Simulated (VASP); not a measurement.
# Lu3NbF (Pm-3m) in VASP: notebook

Lu3NbF is run at these levels: PBE; tasks: single point, relaxation of cell and atoms.

Everything below comes from runs of VASP 6.6.1. Logs are shortened: lines on timing, memory, paths and dates and some standing lists are left out, and cuts for length are marked.

### Step 1. The cell of the first run

It takes space group Pm-3m (No. 221, cubic). The conventional cell has a = 4.741 Å, b = 4.741 Å, c = 4.741 Å, α = 90.00°, β = 90.00°, γ = 90.00°. Lu (site symmetry 4/mmm) has 2 F at 2.37 Å within 3.1 Å. Within 4.4 Å of Nb (site symmetry m-3m) lie 12 Lu at 3.35 Å and 8 F at 4.11 Å. Within 3.1 Å of F (site symmetry m-3m) lie 6 Lu at 2.37 Å.

The cell was built from a structure type or drawn by symmetry, and may not be a known phase.

### Step 2. Single point, PBE

Input file INCAR:

```
  PREC = Accurate
  ENCUT = 520
  EDIFF = 1E-6
  ISMEAR = 0
  SIGMA = 0.1
  LREAL = False
  LASPH = True
  NELM = 100
  ALGO = Normal
  ISIF = 2
  LWAVE = False
  LCHARG = True
  GGA = PE
  LELF = True
  LVHAR = True
  NBANDS = 56
```

Input file KPOINTS:

```
Automatic mesh
0
Gamma
  8 8 8
```

Input file POSCAR:

```
Lu3NbF
1.0
    4.7411189505      0.0000000000      0.0000000000
    0.0000000000      4.7411189505      0.0000000000
    0.0000000000      0.0000000000      4.7411189505
Lu Nb F
3 1 1
Direct
    0.5000000000      0.5000000000      0.0000000000
    0.5000000000      0.0000000000      0.5000000000
    0.0000000000      0.5000000000      0.5000000000
    0.0000000000      0.0000000000      0.0000000000
    0.5000000000      0.5000000000      0.5000000000
```

Potentials or basis: VASP PAW PBE potentials, release 64 (Lu, Nb_sv, F).

Started as:

```sh
cat potpaw_PBE.64/Lu/POTCAR potpaw_PBE.64/Nb_sv/POTCAR potpaw_PBE.64/F/POTCAR > POTCAR
mpirun -np 1 vasp_std > vasp.out
```

OUTCAR:

```text
PREC = Accurate
   ENCUT = 520
   EDIFF = 1E-6
   ISMEAR = 0
   LREAL = False
   LASPH = True
   NELM = 100
   ISIF = 2
   GGA = PE

 ion  position               nearest neighbor table
   1  0.500  0.500  0.000-   5 2.37   5 2.37   4 3.35   2 3.35   2 3.35   3 3.35   3 3.35   2 3.35
                             4 3.35   2 3.35   3 3.35   4 3.35   3 3.35   4 3.35
   2  0.500  0.000  0.500-   5 2.37   5 2.37   4 3.35   1 3.35   1 3.35   4 3.35   1 3.35   3 3.35
                             3 3.35   1 3.35   3 3.35   4 3.35   4 3.35   3 3.35
   3  0.000  0.500  0.500-   5 2.37   5 2.37   4 3.35   1 3.35   1 3.35   4 3.35   2 3.35   4 3.35
                             4 3.35   1 3.35   2 3.35   2 3.35   1 3.35   2 3.35
   4  0.000  0.000  0.000-   1 3.35   2 3.35   3 3.35   2 3.35   3 3.35   1 3.35   3 3.35   3 3.35
                             1 3.35   2 3.35   2 3.35   1 3.35
   5  0.500  0.500  0.500-   1 2.37   2 2.37   3 2.37   1 2.37   2 2.37   3 2.37

  LATTYP: Found a simple cubic cell.
 ALAT       =     4.7411189505

  Lattice vectors:

 A1 = (   4.7411189505,   0.0000000000,   0.0000000000)
 A2 = (   0.0000000000,   4.7411189505,   0.0000000000)
 A3 = (   0.0000000000,   0.0000000000,   4.7411189505)

Analysis of symmetry for initial positions (statically):
=====================================================================
 Subroutine PRICEL returns:
 Original cell was already a primitive cell.

 Routine SETGRP: Setting up the symmetry group for a
 simple cubic supercell.

 Subroutine GETGRP returns: Found 48 space group operations
 (whereof 48 operations were pure point group operations)
 out of a pool of 48 trial point group operations.

The static configuration has the point symmetry O_h .

Analysis of symmetry for dynamics (positions and initial velocities):
=====================================================================
 Subroutine PRICEL returns:
 Original cell was already a primitive cell.

 Routine SETGRP: Setting up the symmetry group for a
 simple cubic supercell.

 Subroutine GETGRP returns: Found 48 space group operations
 (whereof 48 operations were pure point group operations)
 out of a pool of 48 trial point group operations.

The dynamic configuration has the point symmetry O_h .

 Subroutine INISYM returns: Found 48 space group operations
 (whereof 48 operations are pure point group operations),
 and found     1 'primitive' translations

----------------------------------------------------------------------------------------

                                     Primitive cell

  volume of cell :     106.5719

  direct lattice vectors                    reciprocal lattice vectors
     4.741118950  0.000000000  0.000000000     0.210920673  0.000000000  0.000000000
     0.000000000  4.741118950  0.000000000     0.000000000  0.210920673  0.000000000
     0.000000000  0.000000000  4.741118950     0.000000000  0.000000000  0.210920673

  length of vectors
     4.741118950  4.741118950  4.741118950     0.210920673  0.210920673  0.210920673

  position of ions in fractional coordinates (direct lattice)
     0.500000000  0.500000000  0.000000000
     0.500000000  0.000000000  0.500000000
     0.000000000  0.500000000  0.500000000
     0.000000000  0.000000000  0.000000000
     0.500000000  0.500000000  0.500000000

  ion indices of the primitive-cell ions
   primitive index   ion index
                 1           1
                 2           2
                 3           3
                 4           4
                 5           5

----------------------------------------------------------------------------------------

 KPOINTS: Automatic mesh

Automatic generation of k-mesh.
 Grid dimensions read from file:
 generate k-points for:    8    8    8

 Generating k-lattice:

  Cartesian coordinates                     Fractional coordinates (reciprocal lattice)
     0.026365084  0.000000000  0.000000000     0.125000000  0.000000000  0.000000000
     0.000000000  0.026365084  0.000000000     0.000000000  0.125000000  0.000000000
     0.000000000  0.000000000  0.026365084     0.000000000  0.000000000  0.125000000

  Length of vectors
     0.026365084  0.026365084  0.026365084

  Shift w.r.t. Gamma in fractional coordinates (k-lattice)
     0.000000000  0.000000000  0.000000000

 Subroutine IBZKPT returns following result:
 ===========================================

 Found     35 irreducible k-points:

 Following reciprocal coordinates:
            Coordinates               Weight
  0.000000  0.000000  0.000000      1.000000
  0.125000  0.000000  0.000000      6.000000
  0.250000  0.000000  0.000000      6.000000
  0.375000  0.000000  0.000000      6.000000
  0.500000  0.000000  0.000000      3.000000
  0.125000  0.125000  0.000000     12.000000
[... 16 lines left out ...]
  0.375000  0.375000  0.125000     24.000000
  0.500000  0.375000  0.125000     24.000000
 [... further k-points ...]
   k-points           NKPTS =     35   k-points in BZ     NKDIM =     35   number of bands    NBANDS=     56
   number of dos      NEDOS =    301   number of ions     NIONS =      5
   total plane-waves  NPLWV =  46656
   dimension x,y,z NGX =    36 NGY =   36 NGZ =   36
   dimension x,y,z NGXF=    72 NGYF=   72 NGZF=   72
   ions per type =               3   1   1
   NGX,Y,Z   is equivalent  to a cutoff of  12.62, 12.62, 12.62 a.u.
   NGXF,Y,Z  is equivalent  to a cutoff of  25.25, 25.25, 25.25 a.u.
 SYSTEM =  unknown system
   PREC   = accura    normal or accurate (medium, high low for compatibility)
   ISTART =      0    job   : 0-new  1-cont  2-samecut
   ICHARG =      2    charge: 1-file 2-atom 10-const
   ISPIN  =      1    spin polarized calculation?
   LNONCOLLINEAR =      F non collinear calculations
   LSORBIT =      F    spin-orbit coupling
   LASPH  =      T    aspherical Exc in radial PAW
   ENCUT  =  520.0 eV  38.22 Ry    6.18 a.u.   8.82  8.82  8.82*2*pi/ulx,y,z
   NELM   =    100;   NELMIN=  2; NELMDL= -5     # of ELM steps
   EDIFF  = 0.1E-05   stopping-criterion for ELM
   LREAL  =      F    real-space projection
   EDIFFG = 0.1E-04   stopping-criterion for IOM
   NSW    =      0    number of steps for IOM
   IBRION =     -1    ionic relax: 0-MD 1-quasi-New 2-CG
   NFREE  =      0    steps in history (QN), initial steepest desc. (CG)
   ISIF   =      2    stress and relaxation
   ISYM   =      2    0-nonsym 1-usesym 2-fastsym
   POTIM  = 0.5000    time-step for ionic-motion
   TEBEG  =    0.0;   TEEND  =   0.0 temperature during run
   PSTRESS=    0.0 pullay stress
   NELECT =      95.0000    total number of electrons
   NUPDOWN=      -1.0000    fix difference up-down
   EMIN   =  10.00;   EMAX   =-10.00  energy-range for DOS
   EFERMI =   0.00;   METHOD = LEGACY
   ISMEAR =     0;   SIGMA  =   0.10  broadening in eV -4-tet -1-fermi 0-gaus
   EFERMI_NEDOS =   21; number of points for ismear=-14 and -15
   IALGO  =     38    algorithm
   IMIX   =      4    mixing-type and parameters
     AMIX     =   0.40;   BMIX     =  1.00
     AMIX_MAG =   1.60;   BMIX_MAG =  1.00
  volume/ion in A,a.u.               =      21.31       143.84
  Fermi-wavevector in a.u.,A,eV,Ry     =   1.575561  2.977378 33.774994  2.482392
  Thomas-Fermi vector in A             =   2.676526
   LORBIT       =      0    0 simple, 1 ext, 2 COOP (PROOUT), +10 PAW based schemes
   GGA     = PE    functional components
   LHFCALC =     F    Hartree Fock is set to
   AEXX    =    0.0000 exact exchange contribution
   IVDW    =     0    specifies the selected vdW correction
   LEPSILON=     F    determine dielectric tensor
   LRPA    =     F    only Hartree local field effects (RPA)
 non-spin polarized calculation
 Gauss-broadening in eV      SIGMA  =   0.10
  energy-cutoff  :      520.00
  volume of cell :      106.57
 maximum number of plane-waves:      2897
 NGX is ok and might be reduce to    36
   NGX = 17   NGY = 17   NGZ = 17

 number of electron      94.9999936 magnetization

 Free energy of the ion-electron system (eV)
  ---------------------------------------------------
  ext. energy  EPLUGINS =         0.00000000
  ---------------------------------------------------
  free energy    TOTEN  =       -28.87880547 eV

  energy without entropy =      -28.85410207  energy(sigma->0) =      -28.86645377

 E-fermi :   4.4150     XC(G=0): -11.3294

 val. band max:        4.4026543708   @ k =   0.5000   0.3750   0.2500
 cond. band min:       4.4202007476   @ k =   0.3750   0.3750   0.3750
 fundamental gap:      0.0175463769
 Fermi energy:         4.4149829652

 k-point     1 :       0.0000    0.0000    0.0000
  band No.  band energies     occupation
      1     -51.9111      2.00000
      2     -51.8630      2.00000
      3     -51.8630      2.00000
      4     -50.2443      2.00000
      5     -26.2724      2.00000
      6     -26.2724      2.00000
[... 48 lines left out ...]
     55       7.8037      0.00000
     56       7.8037      0.00000

 k-point     2 :       0.1250    0.0000    0.0000
  band No.  band energies     occupation
      1     -51.9095      2.00000
      2     -51.8646      2.00000
      3     -51.8630      2.00000
      4     -50.2443      2.00000
      5     -26.2722      2.00000
      6     -26.2720      2.00000
[... 48 lines left out ...]
     55       7.7403      0.00000
     56       7.8332      0.00000

 k-point     3 :       0.2500    0.0000    0.0000
  band No.  band energies     occupation
      1     -51.9049      2.00000
      2     -51.8690      2.00000
      3     -51.8630      2.00000
      4     -50.2444      2.00000
      5     -26.2716      2.00000
      6     -26.2710      2.00000
[... 1172 lines left out ...]
 k-point    23 :       0.3750    0.3750    0.1250
  band No.  band energies     occupation
      1     -51.8880      2.00000
      2     -51.8763      2.00000
      3     -51.8719      2.00000
      4     -50.2445      2.00000
      5     -26.2744      2.00000
      6     -26.2732      2.00000
[... 48 lines left out ...]
     55       7.2481      0.00000
     56       7.7998      0.00000

 k-point    24 :       0.5000    0.3750    0.1250
  band No.  band energies     occupation
      1     -51.8844      2.00000
      2     -51.8786      2.00000
      3     -51.8731      2.00000
      4     -50.2445      2.00000
      5     -26.2743      2.00000
      6     -26.2741      2.00000
[... 48 lines left out ...]
     55       7.3355      0.00000
     56       7.3779      0.00000

 [... further k-points ...]

------------------------ aborting loop because EDIFF is reached ----------------------------------------

  FORCE on cell =-STRESS in cart. coord.  units (eV):
  Direction    XX          YY          ZZ          XY          YZ          ZX
  --------------------------------------------------------------------------------------
  -------------------------------------------------------------------------------------
  Total        0.1730600      0.1730600      0.1730600      0.0000000     -0.0000000     -0.0000000
  in kB        2.6017444      2.6017444      2.6017444      0.0000000     -0.0000000     -0.0000000
  external PRESSURE =       2.6017444 kB  Pullay stress =       0.0000000 kB

 VOLUME and BASIS-vectors are now :
 -----------------------------------------------------------------------------
  energy-cutoff  :      520.00
  volume of cell :      106.57
      direct lattice vectors                 reciprocal lattice vectors
     4.741118950  0.000000000  0.000000000     0.210920673  0.000000000  0.000000000
     0.000000000  4.741118950  0.000000000     0.000000000  0.210920673  0.000000000
     0.000000000  0.000000000  4.741118950     0.000000000  0.000000000  0.210920673

 POSITION                                       TOTAL-FORCE (eV/Angst)
 -----------------------------------------------------------------------------------
      2.37056      2.37056      0.00000         0.000000      0.000000      0.000000
      2.37056      0.00000      2.37056         0.000000      0.000000      0.000000
      0.00000      2.37056      2.37056         0.000000      0.000000      0.000000
      0.00000      0.00000      0.00000         0.000000      0.000000      0.000000
      2.37056      2.37056      2.37056         0.000000      0.000000      0.000000
 -----------------------------------------------------------------------------------
    total drift:                                0.000000      0.000000      0.000000

  FREE ENERGIE OF THE ION-ELECTRON SYSTEM (eV)
  ---------------------------------------------------
  free  energy   TOTEN  =       -28.8788054721 eV

  energy  without entropy=      -28.8541020690  energy(sigma->0) =      -28.86645377
```

It took 5.7 min on 1 thread of Intel Xeon 8259CL, shared host; peak memory 0.33 GiB.

Results:

| Item | Value |
| --- | --- |
| Free energy | -28.8788 eV |
| Pressure | 0.3 GPa |
| Band gap on the k mesh | zero (an odd number of electrons rules out a gap without spin polarisation) |

Caveat: spin-orbit coupling is left out, which moves the levels of the heavy elements; an odd number of electrons without spin polarisation forces a metal; a magnetic or distorted state may lie lower.

(Part 1 of 2 ends here.)
